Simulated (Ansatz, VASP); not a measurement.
**CsBr in VASP and in Ansatz**

File INCAR:

```
SYSTEM = CsBr
PREC     = Accurate       ! precision mode
ENCUT    = 400            ! plane-wave cutoff, eV
EDIFF    = 1E-8           ! SCF threshold, eV
ISMEAR   = -1             ! smearing method
SIGMA    = 0.02           ! smearing width, eV
LREAL    = .FALSE.        ! projectors in reciprocal space
LASPH    = .TRUE.         ! aspherical terms in the spheres
NELM     = 120            ! most SCF steps
ALGO     = Normal         ! electronic algorithm
ISIF     = 2              ! what is computed and relaxed
LWAVE    = .FALSE.        ! write WAVECAR
LCHARG   = .FALSE.        ! write CHGCAR
GGA      = PE             ! functional
LEFG     = .TRUE.       
NBANDS   = 15             ! bands
GGA_COMPAT= .FALSE.
```

The input KPOINTS:

```
Automatic mesh
0
G
  6 6 6
  0 0 0
```

File POSCAR:

```
CsBr
1.0
    4.2380706029      0.0000000000      0.0000000000
    0.0000000000      4.2380706029      0.0000000000
    0.0000000000      0.0000000000      4.2380706029
Cs Br
1 1
Direct
    0.0000000000      0.0000000000      0.0000000000
    0.5000000000      0.5000000000      0.5000000000
```

Input for Ansatz:

```yaml
crystal:
  lattice:
    - [4.2380706029, 0.0, 0.0]
    - [0.0, 4.2380706029, 0.0]
    - [0.0, 0.0, 4.2380706029]
  atoms:
    - { symbol: Cs, position: [0.0, 0.0, 0.0] }
    - { symbol: Br, position: [0.5, 0.5, 0.5] }
kpoints:
  mp_grid: { grid: [6, 6, 6] }
scf:
  occupations: { method: fermi_dirac, width: 0.02 }
hamiltonian:
  xc: pbe
  pseudopotentials: { kind: all_electron, datasets: crystal }
output:
  forces: true
  stress: true
  eigenvalues: true
  efg: { contact_densities: true }
```

Change from the starting cell: volume scaled by 0.9405, crystal datasets.

Alike in both runs: task electric field gradients; functional PBE; k mesh 6 × 6 × 6; occupations fermi-dirac, width 0.02 eV; no spin polarisation.

|  | VASP | Ansatz |
| --- | --- | --- |
| version | VASP 6.6.1 | Ansatz 0.2.0 |
| potentials or method | VASP PAW PBE potentials, release 64 (Cs_sv, Br), cutoff 400 eV | all-electron PAW with datasets made for the crystal, scalar-relativistic |

|  | VASP | Ansatz | Ansatz less VASP |
| --- | --- | --- | --- |
| gap on the k mesh at the Fermi level (eV) | 4.65 | 4.66 | +0.012 |
| pressure (GPa) | 1.7 | 1.7 | -0.03 |

Ansatz ran all-electron here, and VASP with PAW potentials.

Spin-orbit coupling is off throughout.
